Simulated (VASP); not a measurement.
# BiCl2 (P4_2/mnm) in VASP: relaxation of cell and atoms with PBE

Aim: the relaxation of cell and atoms of BiCl2 with PBE.

Program: VASP 6.6.1. These are calculated values, not measurements. Logs are shortened: lines on timing, memory, paths and dates and some standing lists are left out, and cuts for length are marked.

### 1 The cell of the first run

The structure is tetragonal, space group P4_2/mnm (No. 136). The conventional cell has a = 7.331 Å, b = 7.331 Å, c = 3.508 Å, α = 90.00°, β = 90.00°, γ = 90.00°. Bi (site symmetry mmm) has 6 Cl at 2.74 to 3.01 Å and 2 Bi at 3.51 Å within 3.6 Å. Cl (site symmetry m2m) has 3 Bi at 2.74 to 3.01 Å and 2 Cl at 3.51 Å within 3.6 Å.

### 2 Relaxation of cell and atoms, PBE

INCAR

```
ALGO     = Normal         # electronic algorithm
EDIFF    = 1E-6           # SCF threshold, eV
EDIFFG   = -0.01          # ionic threshold
ENCUT    = 600            # plane-wave cutoff, eV
GGA      = PE             # functional
IBRION   = 2              # ionic algorithm
ISIF     = 3              # what is computed and relaxed
ISMEAR   = 0              # smearing method
LASPH    = T              # aspherical terms in the spheres
LCHARG   = F              # write CHGCAR
LREAL    = F              # projectors in reciprocal space
LWAVE    = F              # write WAVECAR
NELM     = 60             # most SCF steps
NSW      = 100            # ionic steps
PREC     = Accurate       # precision mode
SIGMA    = 0.1            # smearing width, eV
```

KPOINTS

```
k-points
0
Gamma
  6 6 10
```

POSCAR

```
BiCl2
1.0
    7.3309209484      0.0000000000      0.0000000000
    0.0000000000      7.3309209484      0.0000000000
    0.0000000000      0.0000000000      3.5079856354
Bi Cl
2 4
Direct
    0.0000000000      0.0000000000      0.0000000000
    0.5000000000      0.5000000000      0.5000000000
    0.2641348454      0.2641348454      0.0000000000
    0.7358651546      0.7358651546      0.0000000000
    0.7641348454      0.2358651546      0.5000000000
    0.2358651546      0.7641348454      0.5000000000
```

Potentials or basis: VASP PAW PBE potentials, release 64 (Bi_d, Cl).

Command:

```console
$ cat potpaw_PBE.64/Bi_d/POTCAR potpaw_PBE.64/Cl/POTCAR > POTCAR
$ mpirun -np 1 vasp_std > vasp.out
```

OUTCAR:

```text
EDIFF = 1E-6
   EDIFFG = -0.01
   ENCUT = 600
   GGA = PE
   IBRION = 2
   ISIF = 3
   ISMEAR = 0
   LASPH = T
   LREAL = F
   NELM = 60
   NSW = 100
   PREC = Accurate

 ion  position               nearest neighbor table
   1  0.000  0.000  0.000-   3 2.74   4 2.74   5 3.01   6 3.01   5 3.01   6 3.01
   2  0.500  0.500  0.500-   5 2.74   6 2.74   3 3.01   4 3.01   3 3.01   4 3.01
   3  0.264  0.264  0.000-   1 2.74   2 3.01   2 3.01
   4  0.736  0.736  0.000-   1 2.74   2 3.01   2 3.01
   5  0.764  0.236  0.500-   2 2.74   1 3.01   1 3.01
   6  0.236  0.764  0.500-   2 2.74   1 3.01   1 3.01

  LATTYP: Found a simple tetragonal cell.
 ALAT       =     7.3309209484
 C/A-ratio  =     0.4785190920

  Lattice vectors:

 A1 = (   7.3309209484,   0.0000000000,   0.0000000000)
 A2 = (   0.0000000000,   7.3309209484,   0.0000000000)
 A3 = (   0.0000000000,   0.0000000000,   3.5079856354)

Analysis of symmetry for initial positions (statically):
=====================================================================
 Subroutine PRICEL returns:
 Original cell was already a primitive cell.

 Routine SETGRP: Setting up the symmetry group for a
 simple tetragonal supercell.

 Subroutine GETGRP returns: Found 16 space group operations
 (whereof  8 operations were pure point group operations)
 out of a pool of 16 trial point group operations.

The static configuration has the point symmetry D_2h.
 The point group associated with its full space group is D_4h.

Analysis of symmetry for dynamics (positions and initial velocities):
=====================================================================
 Subroutine PRICEL returns:
 Original cell was already a primitive cell.

 Routine SETGRP: Setting up the symmetry group for a
 simple tetragonal supercell.

 Subroutine GETGRP returns: Found 16 space group operations
 (whereof  8 operations were pure point group operations)
 out of a pool of 16 trial point group operations.

The dynamic configuration has the point symmetry D_2h.
 The point group associated with its full space group is D_4h.

 Subroutine INISYM returns: Found 16 space group operations
 (whereof  8 operations are pure point group operations),
 and found     1 'primitive' translations

----------------------------------------------------------------------------------------

                                     Primitive cell

  volume of cell :     188.5276

  direct lattice vectors                    reciprocal lattice vectors
     7.330920948  0.000000000  0.000000000     0.136408510  0.000000000  0.000000000
     0.000000000  7.330920948  0.000000000     0.000000000  0.136408510  0.000000000
     0.000000000  0.000000000  3.507985635     0.000000000  0.000000000  0.285063881

  length of vectors
     7.330920948  7.330920948  3.507985635     0.136408510  0.136408510  0.285063881

  position of ions in fractional coordinates (direct lattice)
     0.000000000  0.000000000  0.000000000
     0.500000000  0.500000000  0.500000000
     0.264134845  0.264134845  0.000000000
     0.735865155  0.735865155  0.000000000
     0.764134845  0.235865155  0.500000000
     0.235865155  0.764134845  0.500000000

  ion indices of the primitive-cell ions
   primitive index   ion index
                 1           1
                 2           2
                 3           3
                 4           4
                 5           5
                 6           6

----------------------------------------------------------------------------------------

 KPOINTS: k-points

Automatic generation of k-mesh.
 Grid dimensions read from file:
 generate k-points for:    6    6   10

 Generating k-lattice:

  Cartesian coordinates                     Fractional coordinates (reciprocal lattice)
     0.022734752  0.000000000  0.000000000     0.166666667  0.000000000  0.000000000
     0.000000000  0.022734752  0.000000000     0.000000000  0.166666667  0.000000000
     0.000000000  0.000000000  0.028506388     0.000000000  0.000000000  0.100000000

  Length of vectors
     0.022734752  0.022734752  0.028506388

  Shift w.r.t. Gamma in fractional coordinates (k-lattice)
     0.000000000  0.000000000  0.000000000

 Subroutine IBZKPT returns following result:
 ===========================================

 Found     60 irreducible k-points:

 Following reciprocal coordinates:
            Coordinates               Weight
  0.000000  0.000000  0.000000      1.000000
  0.166667  0.000000  0.000000      4.000000
  0.333333  0.000000  0.000000      4.000000
  0.500000  0.000000  0.000000      2.000000
  0.166667  0.166667  0.000000      4.000000
  0.333333  0.166667  0.000000      8.000000
[... 16 lines left out ...]
  0.333333  0.000000  0.200000      8.000000
  0.500000  0.000000  0.200000      4.000000
 [... further k-points ...]
   k-points           NKPTS =     60   k-points in BZ     NKDIM =     60   number of bands    NBANDS=     34
   number of dos      NEDOS =    301   number of ions     NIONS =      6
   total plane-waves  NPLWV = 100800
   dimension x,y,z NGX =    60 NGY =   60 NGZ =   28
   dimension x,y,z NGXF=   120 NGYF=  120 NGZF=   56
   ions per type =               2   4
   NGX,Y,Z   is equivalent  to a cutoff of  13.61, 13.61, 13.27 a.u.
   NGXF,Y,Z  is equivalent  to a cutoff of  27.21, 27.21, 26.54 a.u.
 SYSTEM =  unknown system
   PREC   = accura    normal or accurate (medium, high low for compatibility)
   ISTART =      0    job   : 0-new  1-cont  2-samecut
   ICHARG =      2    charge: 1-file 2-atom 10-const
   ISPIN  =      1    spin polarized calculation?
   LNONCOLLINEAR =      F non collinear calculations
   LSORBIT =      F    spin-orbit coupling
   LASPH  =      T    aspherical Exc in radial PAW
   ENCUT  =  600.0 eV  44.10 Ry    6.64 a.u.  14.64 14.64  7.01*2*pi/ulx,y,z
   NELM   =     60;   NELMIN=  2; NELMDL= -5     # of ELM steps
   EDIFF  = 0.1E-05   stopping-criterion for ELM
   LREAL  =      F    real-space projection
   EDIFFG = -.1E-01   stopping-criterion for IOM
   NSW    =    100    number of steps for IOM
   IBRION =      2    ionic relax: 0-MD 1-quasi-New 2-CG
   NFREE  =      1    steps in history (QN), initial steepest desc. (CG)
   ISIF   =      3    stress and relaxation
   ISYM   =      2    0-nonsym 1-usesym 2-fastsym
   POTIM  = 0.5000    time-step for ionic-motion
   TEBEG  =    0.0;   TEEND  =   0.0 temperature during run
   PSTRESS=    0.0 pullay stress
   NELECT =      58.0000    total number of electrons
   NUPDOWN=      -1.0000    fix difference up-down
   EMIN   =  10.00;   EMAX   =-10.00  energy-range for DOS
   EFERMI =   0.00;   METHOD = LEGACY
   ISMEAR =     0;   SIGMA  =   0.10  broadening in eV -4-tet -1-fermi 0-gaus
   EFERMI_NEDOS =   21; number of points for ismear=-14 and -15
   IALGO  =     38    algorithm
   IMIX   =      4    mixing-type and parameters
     AMIX     =   0.40;   BMIX     =  1.00
     AMIX_MAG =   1.60;   BMIX_MAG =  1.00
  volume/ion in A,a.u.               =      31.42       212.04
  Fermi-wavevector in a.u.,A,eV,Ry     =   1.105162  2.088453 16.617919  1.221383
  Thomas-Fermi vector in A             =   2.241645
   LORBIT       =      0    0 simple, 1 ext, 2 COOP (PROOUT), +10 PAW based schemes
   GGA     = PE    functional components
   LHFCALC =     F    Hartree Fock is set to
   AEXX    =    0.0000 exact exchange contribution
   IVDW    =     0    specifies the selected vdW correction
   LEPSILON=     F    determine dielectric tensor
   LRPA    =     F    only Hartree local field effects (RPA)
 conjugate gradient relaxation of ions
 non-spin polarized calculation
 Gauss-broadening in eV      SIGMA  =   0.10
  energy-cutoff  :      600.00
  volume of cell :      188.53
 maximum number of plane-waves:      6352
 NGX is ok and might be reduce to    60
   NGX = 29   NGY = 29   NGZ = 15

--------------------------------------- Ionic step        1  -------------------------------------------

 number of electron      57.9999992 magnetization

 Free energy of the ion-electron system (eV)
  ---------------------------------------------------
  ext. energy  EPLUGINS =         0.00000000
  ---------------------------------------------------
  free energy    TOTEN  =       -19.30890234 eV

  energy without entropy =      -19.30069236  energy(sigma->0) =      -19.30479735

------------------------ aborting loop because EDIFF is reached ----------------------------------------

  FORCE on cell =-STRESS in cart. coord.  units (eV):
  Direction    XX          YY          ZZ          XY          YZ          ZX
  --------------------------------------------------------------------------------------
  -------------------------------------------------------------------------------------
  Total        0.2557357      0.2557357     -0.4098302     -0.0000000      0.0000000      0.0000000
  in kB        2.1733371      2.1733371     -3.4828896     -0.0000000      0.0000000      0.0000000
  external PRESSURE =       0.2879282 kB  Pullay stress =       0.0000000 kB
[... 225 lines left out ...]
  energy  without entropy=      -19.3045725325  energy(sigma->0) =      -19.30825692

--------------------------------------- Ionic step        7  -------------------------------------------

 number of electron      57.9999991 magnetization

 Free energy of the ion-electron system (eV)
  ---------------------------------------------------
  ext. energy  EPLUGINS =         0.00000000
  ---------------------------------------------------
  free energy    TOTEN  =       -19.31208419 eV

  energy without entropy =      -19.30488458  energy(sigma->0) =      -19.30848438

 E-fermi :   3.2503     XC(G=0):  -8.2214

 val. band max:        3.2373175891   @ k =   0.1667   0.1667   0.3000
 cond. band min:       3.2519628900   @ k =   0.1667   0.0000   0.0000
 fundamental gap:      0.0146453009
 Fermi energy:         3.2502797791

 k-point     1 :       0.0000    0.0000    0.0000
  band No.  band energies     occupation
      1     -20.7401      2.00000
      2     -20.7283      2.00000
      3     -20.7101      2.00000
      4     -20.7092      2.00000
      5     -20.5892      2.00000
      6     -20.5882      2.00000
[... 877 lines left out ...]
     33       5.9666      0.00000
     34       5.9666      0.00000

 [... further k-points ...]

------------------------ aborting loop because EDIFF is reached ----------------------------------------

  FORCE on cell =-STRESS in cart. coord.  units (eV):
  Direction    XX          YY          ZZ          XY          YZ          ZX
  --------------------------------------------------------------------------------------
  -------------------------------------------------------------------------------------
  Total       -0.0027560     -0.0027560      0.0099518     -0.0000000      0.0000000      0.0000000
  in kB       -0.0234492     -0.0234492      0.0846732     -0.0000000      0.0000000      0.0000000
  external PRESSURE =       0.0125916 kB  Pullay stress =       0.0000000 kB
[... 21 lines left out ...]
  FREE ENERGIE OF THE ION-ELECTRON SYSTEM (eV)
  ---------------------------------------------------
  free  energy   TOTEN  =       -19.3120841866 eV

  energy  without entropy=      -19.3048845818  energy(sigma->0) =      -19.30848438

 reached required accuracy - stopping structural energy minimisation
```

Wall time 10 min (1 thread of Intel Xeon 6975P-C (Granite Rapids), shared host); peak memory 0.58 GiB.

What came out:

* Free energy: -19.3121 eV
* Relaxed volume: 31.38 Å³/atom
* Relaxed cell: a = 7.357 Å, b = 7.357 Å, c = 3.479 Å, α = 90.00°, β = 90.00°, γ = 90.00°
* Space group after relaxing (to 0.1 Å): P4_2/mnm (No. 136)
* Energy gained by relaxing: 0.5 meV/atom
* Ionic steps: 7
* Pressure after relaxing: 0.0 GPa
* Band gap on the k mesh: zero (bands 29 and 30 overlap by 3.22 eV)

Step by step:
| step | energy change (eV) | largest force (eV/Å) | pressure (GPa) | volume (Å³) |
| --- | --- | --- | --- | --- |
| 1 | 0.0000 | 0.0248 | 0.03 | 188.53 |
| 2 | -0.0018 | 0.0338 | -0.05 | 188.68 |
| 3 | -0.0022 | 0.0395 | -0.11 | 188.78 |
| 4 | -0.0028 | 0.0296 | 0.02 | 188.15 |
| 5 | -0.0028 | 0.0266 | 0.05 | 187.97 |
| 6 | -0.0030 | 0.0165 | 0.04 | 188.09 |
| 7 | -0.0032 | 0.0000 | 0.00 | 188.31 |

Final structure:
```xyz
6
Lattice="7.3568 0.0000 0.0000 0.0000 7.3568 0.0000 0.0000 0.0000 3.4793" Properties=species:S:1:pos:R:3 pbc="T T T"
Bi    0.0000    7.3568    0.0000
Bi    3.6784    3.6784    1.7397
Cl    1.9350    1.9350    0.0000
Cl    5.4218    5.4218    3.4793
Cl    5.6134    1.7434    1.7397
Cl    1.7434    5.6134    1.7397
```

Levels at points of the mesh, in eV from the Fermi level:
```
           k point  band 26  band 27  band 28  band 29  band 30  band 31  band 32  band 33
(0.00, 0.00, 0.00)    -2.53    -2.44    -2.29    -0.32    -0.32     2.58     3.28     3.28
(0.50, 0.00, 0.00)    -2.78    -2.48    -2.48     1.45     1.45     1.90     1.90     3.22
(0.50, 0.50, 0.00)    -2.73    -2.54    -2.54     0.36     0.36     2.79     2.79     3.25
(0.00, 0.00, 0.50)    -3.15    -3.15    -3.15    -0.73    -0.73     1.33     1.33     2.49
(0.50, 0.00, 0.50)    -3.09    -3.01    -3.01    -1.77    -1.77     1.40     1.40     3.15
(0.50, 0.50, 0.50)    -3.04    -2.98    -2.98    -0.51    -0.51     1.01     1.01     2.35
```

Caveat: spin-orbit coupling is left out, which moves the levels of the heavy elements.
